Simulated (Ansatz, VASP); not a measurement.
# Two plane-wave programs on HfRu3

The input INCAR:

```
SYSTEM = HfRu3
PREC = Accurate
ENCUT = 520
EDIFF = 1E-7
ISMEAR = -1
SIGMA = 0.05
LREAL = .False.
LASPH = .True.
NELM = 100
ALGO = Normal
ISIF = 2
LWAVE = .False.
LCHARG = .True.
GGA = PE
LELF = .True.
LVHAR = .True.
NBANDS = 34
```

Contents of KPOINTS:

```
Automatic mesh
0
Gamma
  7 7 7
  0 0 0
```

File POSCAR:

```
HfRu3
1.0
    3.9557730000      0.0000000000      0.0000000000
    0.0000000000      3.9557730000      0.0000000000
    0.0000000000      0.0000000000      3.9557730000
Hf Ru
1 3
Direct
    0.0000000000      0.0000000000      0.0000000000
    0.0000000000      0.5000000000      0.5000000000
    0.5000000000      0.0000000000      0.5000000000
    0.5000000000      0.5000000000      0.0000000000
```

input.yaml

```yaml
crystal:
  lattice:
    - [3.955773, 0.0, 0.0]
    - [0.0, 3.955773, 0.0]
    - [0.0, 0.0, 3.955773]
  atoms:
    - { symbol: Hf, position: [0.0, 0.0, 0.0] }
    - { symbol: Ru, position: [0.0, 0.5, 0.5] }
    - { symbol: Ru, position: [0.5, 0.0, 0.5] }
    - { symbol: Ru, position: [0.5, 0.5, 0.0] }
hamiltonian:
  xc: pbe
  pseudopotentials: { kind: paw }
kpoints:
  mp_grid: { grid: [7, 7, 7] }
scf:
  occupations: { method: fermi_dirac, width: 0.05 }
output:
  forces: true
  stress: true
  eigenvalues: true
  write_density: true
  write_potential: true
  elf: true
  volumetric_format: npy
```

Alike in both runs: task single point; functional PBE; k mesh 7 × 7 × 7; occupations fermi-dirac, width 0.05 eV; no spin polarisation.

|  | VASP | Ansatz |
| --- | --- | --- |
| version | VASP 6.6.1 | Ansatz 0.2.0 |
| potentials or method | VASP PAW PBE potentials, release 64 (Hf_pv, Ru_pv) | Ansatz PAW |
| plane-wave cutoff (eV) | 520 | 420 |
| valence electrons in the cell | 52 | 74 |

Ansatz gave:

```
gap on the k mesh at the Fermi level (eV) : none
pressure (GPa)                            : -1.1
```

Problem. What did VASP give for the same quantities?

Solution. gap on the k mesh at the Fermi level (eV): none; pressure (GPa): -1.9.

A gap of «none» marks a metal or a gap that the smearing closes. VASP's potentials hold 52 valence electrons a cell and Ansatz's 74, so a difference there can come from the potentials and not from the codes.

Spin-orbit coupling is off throughout.
